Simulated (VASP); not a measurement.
# HRh3 in VASP: single point with r2SCAN

Aim: the single point of HRh3 with r2SCAN.

All numbers are computed with VASP 6.6.1; they aren't measurements. Logs are shortened: lines on timing, memory, paths and dates and some standing lists are left out, and cuts for length are marked.

## 1. The cell of the first run

The typed cell holds 8 atoms: a = 5.057 Å, b = 5.057 Å, c = 4.039 Å, α = 90.00°, β = 90.00°, γ = 120.00°.

## 2. Single point, r2SCAN

Input file POSCAR:

```
HRh3
1.0
    5.0565097600      0.0000000000      0.0000000000
   -2.5282543800      4.3790693200      0.0000000000
    0.0000000000      0.0000000000      4.0389516500
Rh H
6 2
Direct
    0.8330000000      0.6660000000      0.2500000000
    0.1670000000      0.8330000000      0.7500000000
    0.3340000000      0.1670000000      0.2500000000
    0.1670000000      0.3340000000      0.7500000000
    0.8330000000      0.1670000000      0.2500000000
    0.6660000000      0.8330000000      0.7500000000
    0.3333000000      0.6667000000      0.2500000000
    0.6666000000      0.3333000000      0.7500000000
```

Input file INCAR.step1:

```
SYSTEM = HRh3
PREC     = Accurate       ! precision mode
ENCUT    = 520            ! plane-wave cutoff, eV
ISMEAR   = 0              ! smearing method
SIGMA    = 0.199          ! smearing width, eV
LREAL    = .FALSE.        ! projectors in reciprocal space
LASPH    = .TRUE.         ! aspherical terms in the spheres
NELM     = 100            ! most SCF steps
NBANDS   = 56             ! bands
GGA      = PE             ! functional
ALGO     = Normal         ! electronic algorithm
EDIFF    = 1E-4           ! SCF threshold, eV
LWAVE    = .TRUE.         ! write WAVECAR
LCHARG   = .FALSE.        ! write CHGCAR
```

Input file INCAR.step2:

```
SYSTEM = HRh3
PREC     = Accurate       ! precision mode
ENCUT    = 520            ! plane-wave cutoff, eV
EDIFF    = 1E-6           ! SCF threshold, eV
ISMEAR   = 0              ! smearing method
SIGMA    = 0.199          ! smearing width, eV
LREAL    = .FALSE.        ! projectors in reciprocal space
LASPH    = .TRUE.         ! aspherical terms in the spheres
NELM     = 100            ! most SCF steps
ALGO     = Normal         ! electronic algorithm
ISIF     = 2              ! what is computed and relaxed
LWAVE    = .FALSE.        ! write WAVECAR
LCHARG   = .TRUE.         ! write CHGCAR
METAGGA  = R2SCAN         ! meta-GGA
LMIXTAU  = .TRUE.       
LELF     = .TRUE.         ! ELF
LVHAR    = .TRUE.       
NBANDS   = 56             ! bands
ISTART   = 1
```

Input file KPOINTS:

```
Automatic mesh
0
G
  4 4 5
  0 0 0
```

Potentials or basis: VASP PAW PBE potentials, release 64 (Rh_pv, H).

Command:

```
$ cat potpaw_PBE.64/Rh_pv/POTCAR potpaw_PBE.64/H/POTCAR > POTCAR
$ cp INCAR.step1 INCAR
$ mpirun -np 1 vasp_std > vasp.out
$ cp INCAR.step2 INCAR
$ mpirun -np 1 vasp_std > vasp.out
```

OUTCAR:

```text
SYSTEM = HRh3
   PREC = Accurate
   ENCUT = 520
   EDIFF = 1E-6
   ISMEAR = 0
   LREAL = .FALSE.
   LASPH = .TRUE.
   NELM = 100
   ISIF = 2
   METAGGA = R2SCAN
   ISTART = 1

 ion  position               nearest neighbor table
   1  0.833  0.666  0.250-   6 2.49   6 2.49   2 2.49   2 2.49   5 2.52   3 2.52   5 2.53   3 2.53

   2  0.167  0.833  0.750-   1 2.49   1 2.49   3 2.49   3 2.49   6 2.52   4 2.52   6 2.53   4 2.53

   3  0.334  0.167  0.250-   4 2.49   4 2.49   2 2.49   2 2.49   5 2.52   1 2.52   5 2.53   1 2.53

   4  0.167  0.334  0.750-   3 2.49   3 2.49   5 2.49   5 2.49   2 2.52   6 2.52   2 2.53   6 2.53

   5  0.833  0.167  0.250-   4 2.49   4 2.49   6 2.49   6 2.49   3 2.52   1 2.52   3 2.53   1 2.53

   6  0.666  0.833  0.750-   1 2.49   1 2.49   5 2.49   5 2.49   2 2.52   4 2.52   2 2.53   4 2.53

   7  0.333  0.667  0.250-
   8  0.667  0.333  0.750-

  LATTYP: Found a hexagonal cell.
 ALAT       =     5.0565097600
 C/A-ratio  =     0.7987627517

  Lattice vectors:

 A1 = (   5.0565097600,   0.0000000000,   0.0000000000)
 A2 = (  -2.5282543800,   4.3790693200,   0.0000000000)
 A3 = (   0.0000000000,   0.0000000000,   4.0389516500)

Analysis of symmetry for initial positions (statically):
=====================================================================
 Subroutine PRICEL returns:
 Original cell was already a primitive cell.

 Routine SETGRP: Setting up the symmetry group for a
 hexagonal supercell.

 Subroutine GETGRP returns: Found  4 space group operations
 (whereof  2 operations were pure point group operations)
 out of a pool of 24 trial point group operations.

The static configuration has the point symmetry C_2 .
 The point group associated with its full space group is C_2v.

Analysis of symmetry for dynamics (positions and initial velocities):
=====================================================================
 Subroutine PRICEL returns:
 Original cell was already a primitive cell.

 Routine SETGRP: Setting up the symmetry group for a
 hexagonal supercell.

 Subroutine GETGRP returns: Found  4 space group operations
 (whereof  2 operations were pure point group operations)
 out of a pool of 24 trial point group operations.

The dynamic configuration has the point symmetry C_2 .
 The point group associated with its full space group is C_2v.

 Subroutine INISYM returns: Found  4 space group operations
 (whereof  2 operations are pure point group operations),
 and found     1 'primitive' translations

----------------------------------------------------------------------------------------

                                     Primitive cell

  volume of cell :      89.4337

  direct lattice vectors                    reciprocal lattice vectors
     5.056509760  0.000000000  0.000000000     0.197764871  0.114179490  0.000000000
    -2.528254380  4.379069320  0.000000000     0.000000000  0.228359025  0.000000000
     0.000000000  0.000000000  4.038951650     0.000000000  0.000000000  0.247589000

  length of vectors
     5.056509760  5.056512466  4.038951650     0.228359147  0.228359025  0.247589000

  position of ions in fractional coordinates (direct lattice)
     0.833000000  0.666000000  0.250000000
     0.167000000  0.833000000  0.750000000
     0.334000000  0.167000000  0.250000000
     0.167000000  0.334000000  0.750000000
     0.833000000  0.167000000  0.250000000
     0.666000000  0.833000000  0.750000000
     0.333300000  0.666700000  0.250000000
     0.666600000  0.333300000  0.750000000

  ion indices of the primitive-cell ions
   primitive index   ion index
                 1           1
                 2           2
                 3           3
                 4           4
                 5           5
                 6           6
                 7           7
                 8           8

----------------------------------------------------------------------------------------

 KPOINTS: Automatic mesh

Automatic generation of k-mesh.
 Grid dimensions read from file:
 generate k-points for:    4    4    5

 Generating k-lattice:

  Cartesian coordinates                     Fractional coordinates (reciprocal lattice)
     0.049441218  0.028544872  0.000000000     0.250000000  0.000000000  0.000000000
     0.000000000  0.057089756  0.000000000     0.000000000  0.250000000  0.000000000
     0.000000000  0.000000000  0.049517800     0.000000000  0.000000000  0.200000000

  Length of vectors
     0.057089787  0.057089756  0.049517800

  Shift w.r.t. Gamma in fractional coordinates (k-lattice)
     0.000000000  0.000000000  0.000000000

 Subroutine IBZKPT returns following result:
 ===========================================

 Found     21 irreducible k-points:

 Following reciprocal coordinates:
            Coordinates               Weight
  0.000000  0.000000  0.000000      1.000000
  0.250000  0.000000  0.000000      4.000000
  0.000000  0.250000  0.000000      2.000000
  0.500000  0.000000  0.000000      2.000000
  0.000000  0.500000  0.000000      1.000000
  0.250000  0.250000  0.000000      4.000000
[... 13 lines left out ...]
  0.250000  0.250000  0.400000      8.000000
  0.500000  0.250000  0.400000      4.000000
   k-points           NKPTS =     21   k-points in BZ     NKDIM =     21   number of bands    NBANDS=     56
   number of dos      NEDOS =    301   number of ions     NIONS =      8
   total plane-waves  NPLWV =  48000
   dimension x,y,z NGX =    40 NGY =   40 NGZ =   30
   dimension x,y,z NGXF=    80 NGYF=   80 NGZF=   60
   ions per type =               6   2
   NGX,Y,Z   is equivalent  to a cutoff of  13.15, 13.15, 12.35 a.u.
   NGXF,Y,Z  is equivalent  to a cutoff of  26.30, 26.30, 24.70 a.u.
 SYSTEM =  HRh3
   PREC   = accura    normal or accurate (medium, high low for compatibility)
   ISTART =      1    job   : 0-new  1-cont  2-samecut
   ICHARG =      0    charge: 1-file 2-atom 10-const
   ISPIN  =      1    spin polarized calculation?
   LNONCOLLINEAR =      F non collinear calculations
   LSORBIT =      F    spin-orbit coupling
   LASPH  =      T    aspherical Exc in radial PAW
   ENCUT  =  520.0 eV  38.22 Ry    6.18 a.u.   9.40  9.40  7.51*2*pi/ulx,y,z
   NELM   =    100;   NELMIN=  2; NELMDL=  0     # of ELM steps
   EDIFF  = 0.1E-05   stopping-criterion for ELM
   LREAL  =      F    real-space projection
   EDIFFG = 0.1E-04   stopping-criterion for IOM
   NSW    =      0    number of steps for IOM
   IBRION =     -1    ionic relax: 0-MD 1-quasi-New 2-CG
   NFREE  =      0    steps in history (QN), initial steepest desc. (CG)
   ISIF   =      2    stress and relaxation
   ISYM   =      2    0-nonsym 1-usesym 2-fastsym
   POTIM  = 0.5000    time-step for ionic-motion
   TEBEG  =    0.0;   TEEND  =   0.0 temperature during run
   PSTRESS=    0.0 pullay stress
   NELECT =      92.0000    total number of electrons
   NUPDOWN=      -1.0000    fix difference up-down
   EMIN   =  10.00;   EMAX   =-10.00  energy-range for DOS
   EFERMI =   0.00;   METHOD = LEGACY
   ISMEAR =     0;   SIGMA  =   0.20  broadening in eV -4-tet -1-fermi 0-gaus
   EFERMI_NEDOS =   21; number of points for ismear=-14 and -15
   IALGO  =     38    algorithm
   IMIX   =      4    mixing-type and parameters
     AMIX     =   0.40;   BMIX     =  1.00
     AMIX_MAG =   1.60;   BMIX_MAG =  1.00
  volume/ion in A,a.u.               =      11.18        75.44
  Fermi-wavevector in a.u.,A,eV,Ry     =   1.652610  3.122980 37.159133  2.731119
  Thomas-Fermi vector in A             =   2.741190
   LORBIT       =      0    0 simple, 1 ext, 2 COOP (PROOUT), +10 PAW based schemes
   METAGGA = R2SCAN    functional components
   LHFCALC =     F    Hartree Fock is set to
   AEXX    =    0.0000 exact exchange contribution
   IVDW    =     0    specifies the selected vdW correction
   LEPSILON=     F    determine dielectric tensor
   LRPA    =     F    only Hartree local field effects (RPA)
 non-spin polarized calculation
 Gauss-broadening in eV      SIGMA  =   0.20
  energy-cutoff  :      520.00
  volume of cell :       89.43
 maximum number of plane-waves:      2434
 NGX is ok and might be reduce to    40
   NGX = 19   NGY = 19   NGZ = 15

 number of electron      91.9999991 magnetization

 Free energy of the ion-electron system (eV)
  ---------------------------------------------------
  ext. energy  EPLUGINS =         0.00000000
  ---------------------------------------------------
  free energy    TOTEN  =      -145.73618943 eV

  energy without entropy =     -145.55597237  energy(sigma->0) =     -145.64608090

 E-fermi :  11.0889     XC(G=0): -14.7211

 val. band max:       11.0879333257   @ k =   0.0000   0.0000   0.0000
 cond. band min:      11.0936154694   @ k =   0.5000   0.0000   0.2000
 fundamental gap:      0.0056821437
 Fermi energy:        11.0889376129

 k-point     1 :       0.0000    0.0000    0.0000
  band No.  band energies     occupation
      1     -37.7492      2.00000
      2     -37.6363      2.00000
      3     -37.4747      2.00000
      4     -37.2409      2.00000
      5     -37.2407      2.00000
      6     -37.2205      2.00000
[... 48 lines left out ...]
     55      17.4039      0.00000
     56      18.0469      0.00000

 k-point     2 :       0.2500    0.0000    0.0000
  band No.  band energies     occupation
      1     -37.6352      2.00000
      2     -37.6105      2.00000
      3     -37.3888      2.00000
      4     -37.2688      2.00000
      5     -37.2434      2.00000
      6     -37.2228      2.00000
[... 48 lines left out ...]
     55      16.2966      0.00000
     56      19.4573      0.00000
[... 1060 lines left out ...]
     55      17.0438      0.00000
     56      17.7148      0.00000

 k-point    21 :       0.5000    0.2500    0.4000
  band No.  band energies     occupation
      1     -37.4845      2.00000
      2     -37.4728      2.00000
      3     -37.4338      2.00000
      4     -37.3926      2.00000
      5     -37.3139      2.00000
      6     -37.2845      2.00000
[... 48 lines left out ...]
     55      17.0435      0.00000
     56      17.7148      0.00000

------------------------ aborting loop because EDIFF is reached ----------------------------------------

  FORCE on cell =-STRESS in cart. coord.  units (eV):
  Direction    XX          YY          ZZ          XY          YZ          ZX
  --------------------------------------------------------------------------------------
  -------------------------------------------------------------------------------------
  Total       15.1420635     15.1462656     14.7485614      0.0000017      0.0000000      0.0000000
  in kB      271.2653491    271.3406292    264.2158824      0.0000310      0.0000000      0.0000000
  external PRESSURE =     268.9406202 kB  Pullay stress =       0.0000000 kB

 VOLUME and BASIS-vectors are now :
 -----------------------------------------------------------------------------
  energy-cutoff  :      520.00
  volume of cell :       89.43
      direct lattice vectors                 reciprocal lattice vectors
     5.056509760  0.000000000  0.000000000     0.197764871  0.114179490  0.000000000
    -2.528254380  4.379069320  0.000000000     0.000000000  0.228359025  0.000000000
     0.000000000  0.000000000  4.038951650     0.000000000  0.000000000  0.247589000

 POSITION                                       TOTAL-FORCE (eV/Angst)
 -----------------------------------------------------------------------------------
      2.52826      2.91646      1.00974         0.000047     -2.803355     -0.000000
     -1.26160      3.64776      3.02921         2.428120     -1.401944     -0.000000
      1.26666      0.73130      1.00974         2.428120      1.401944     -0.000000
      0.00000      1.46261      3.02921         0.000048      2.803355     -0.000000
      3.78985      0.73130      1.00974        -2.427456      1.401614     -0.000000
      1.26160      3.64776      3.02921        -2.427457     -1.401614      0.000000
     -0.00025      2.91953      1.00974        -0.000712      0.000331     -0.000000
      2.52800      1.45954      3.02921        -0.000712     -0.000331     -0.000000
 -----------------------------------------------------------------------------------
    total drift:                               -0.000589     -0.000000     -0.000000

  FREE ENERGIE OF THE ION-ELECTRON SYSTEM (eV)
  ---------------------------------------------------
  free  energy   TOTEN  =      -145.7361894345 eV

  energy  without entropy=     -145.5559723673  energy(sigma->0) =     -145.64608090
```

It took 5.2 min on 1 thread of Intel Xeon Platinum 8259CL at 2.50GHz (Skylake/Cascade Lake), shared host; peak memory 0.26 GiB.

What came out:

```yaml
Free_energy: -145.7362 eV
Pressure: 26.9 GPa
Largest_force: 2.804 eV/Å
Band_gap_on_the_k_mesh: zero (bands 46 and 47 overlap by 1.06 eV)
```

Forces on the atoms (eV/Å):
```
Rh   0.000 -2.803  0.000
Rh   2.428 -1.402  0.000
Rh   2.428  1.402  0.000
Rh   0.000  2.803  0.000
Rh  -2.427  1.402  0.000
Rh  -2.427 -1.402  0.000
H   -0.001  0.000  0.000
H   -0.001  0.000  0.000
```

Stress tensor (GPa, compression positive):
```
27.13  0.00  0.00
 0.00 27.13  0.00
 0.00  0.00 26.42
```

Levels at points of the mesh, in eV from the Fermi level:
```
           k point  band 42  band 43  band 44  band 45  band 46  band 47  band 48  band 49  band 50  band 51
(0.00, 0.00, 0.00)    -0.52    -0.23    -0.23     0.00     0.00     1.07     1.11     1.44     1.92     1.92
(0.50, 0.00, 0.00)    -1.16    -1.02    -0.62    -0.57    -0.52    -0.14    -0.12     0.62     1.46     1.57
(0.00, 0.50, 0.00)    -1.16    -1.02    -0.62    -0.57    -0.52    -0.14    -0.12     0.62     1.46     1.57
```

Caveat: the cell stands under pressure; the PAW data sets were made with another functional, which shifts forces and pressure a little.
